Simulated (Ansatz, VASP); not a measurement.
# One calculation of ZnS, two programs

The input INCAR:

```
SYSTEM = ZnS
PREC = Accurate ; ENCUT = 520
EDIFF = 1E-7 ; ISMEAR = 0
SIGMA = 0.05 ; LREAL = .False.
LASPH = .True. ; NELM = 100
ALGO = Normal ; ISIF = 2
LWAVE = .False. ; LCHARG = .False.
GGA = PE ; NBANDS = 26
```

The input KPOINTS:

```
regular mesh
0
Gamma
  12 12 6
  0 0 0
```

The input POSCAR:

```
ZnS
1.0
    3.9443837389      0.0000000000      0.0000000000
   -1.9721918695      3.3004217586      0.0000000000
    0.0000000000      0.0000000000      6.2340000000
Zn S
2 2
Direct
    0.3333333333      0.6666666667      0.0000000000
    0.6666666667      0.3333333333      0.5000000000
    0.3333333333      0.6666666667      0.3850000000
    0.6666666667      0.3333333333      0.8850000000
```

Input for Ansatz:

```yaml
crystal:
  lattice:
    - [3.9443837389, 0.0, 0.0]
    - [-1.9721918695, 3.3004217586, 0.0]
    - [0.0, 0.0, 6.234]
  atoms:
    - { symbol: Zn, position: [0.3333333333, 0.6666666667, 0.0] }
    - { symbol: Zn, position: [0.6666666667, 0.3333333333, 0.5] }
    - { symbol: S, position: [0.3333333333, 0.6666666667, 0.385] }
    - { symbol: S, position: [0.6666666667, 0.3333333333, 0.885] }
basis:
  ecutwfc: 420
kpoints:
  mp_grid: { grid: [12, 12, 6] }
hamiltonian:
  xc: pbe
scf:
  occupations: { method: gaussian, width: 0.05 }
output:
  forces: true
  stress: true
  eigenvalues: true
```

Change from the starting cell: strain +0.0350 x Voigt [1, 0, 0, 0, 0, 0], atoms carried along.

Alike in both runs: task single point; functional PBE; k mesh 12 × 12 × 6; occupations gaussian, width 0.05 eV; no spin polarisation.

|  | VASP | Ansatz |
| --- | --- | --- |
| version | VASP 6.6.1 | Ansatz 0.2.0 |
| potentials or method | VASP PAW PBE potentials, release 64 (Zn, S), cutoff 520 eV | scalar-relativistic, plane waves, PAW |
| valence electrons in the cell | 36 | 36 |

|  | VASP | Ansatz | Ansatz less VASP |
| --- | --- | --- | --- |
| gap on the k mesh at the Fermi level (eV) | 2.05 | 2.05 | -0.003 |
| least direct gap on the mesh (eV) | 2.05 | 2.05 | -0.003 |
| pressure (GPa) | -0.1 | -0.2 | -0.15 |
| traceless stress, the component that is largest in VASP (GPa) | -1.93 | -1.92 | +0.004 |
| rms of the force components (eV/Å) | 0.167 | 0.166 | -0.0016 |

Atom by atom the forces differ by 0.002 eV/Å (rms over components).
